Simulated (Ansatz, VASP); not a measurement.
## Li in VASP and in Ansatz

File INCAR:

```
SYSTEM = Li
PREC = Accurate ; ENCUT = 520
EDIFF = 1E-8 ; ISMEAR = -1
SIGMA = 0.05 ; LREAL = .FALSE.
LASPH = .TRUE. ; NELM = 80
ALGO = Normal ; ISIF = 2
LWAVE = .FALSE. ; LCHARG = .FALSE.
GGA = PE ; LEFG = .TRUE.
NBANDS = 10
```

KPOINTS

```
regular mesh
0
G
  11 11 6
  0 0 0
```

File POSCAR:

```
Li
1.0
    3.0646488937      0.0000000000      0.0000000000
   -1.5323244468      2.6540637956      0.0000000000
    0.0000000000      0.0000000000      4.9647312077
Li
2
Direct
    0.2333333333      0.6166666667      0.1750000000
    0.7666666667      0.3833333333      0.8250000000
```

Input for Ansatz:

```yaml
crystal:
  lattice:
    - [3.0646488937, 0.0, 0.0]
    - [-1.5323244468, 2.6540637956, 0.0]
    - [0.0, 0.0, 4.9647312077]
  atoms:
    - { symbol: Li, position: [0.2333333333, 0.6166666667, 0.175] }
    - { symbol: Li, position: [0.7666666667, 0.3833333333, 0.825] }
kpoints:
  mp_grid: { grid: [11, 11, 6] }
scf:
  occupations: { method: fermi_dirac, width: 0.05 }
hamiltonian:
  xc: pbe
  pseudopotentials: { kind: all_electron, datasets: crystal }
output:
  forces: true
  stress: true
  eigenvalues: true
  efg: { contact_densities: true }
```

Change from the starting cell: shortest bond scaled by 0.7, crystal datasets.

Alike in both runs: task electric field gradients; functional PBE; k mesh 11 × 11 × 6; occupations fermi-dirac, width 0.05 eV; no spin polarisation.

|  | VASP | Ansatz |
| --- | --- | --- |
| version | VASP 6.6.1 | Ansatz 0.2.0 |
| potentials or method | VASP PAW PBE potentials, release 64 (Li_sv), cutoff 520 eV | all-electron PAW with datasets made for the crystal, scalar-relativistic |

|  | VASP | Ansatz | Ansatz less VASP |
| --- | --- | --- | --- |
| rms of the force components (eV/Å) | 0.797 | 0.795 | -0.0017 |
| size of Vzz on the site where it differs most (V/Å²) | 2.0 | 1.8 | -0.18 |

Atom by atom the forces differ by 0.002 eV/Å (rms over components). Ansatz ran all-electron here, and VASP with PAW potentials.

Noted on VASP's run: the cutoff is short for stress, so the pressure is rough.
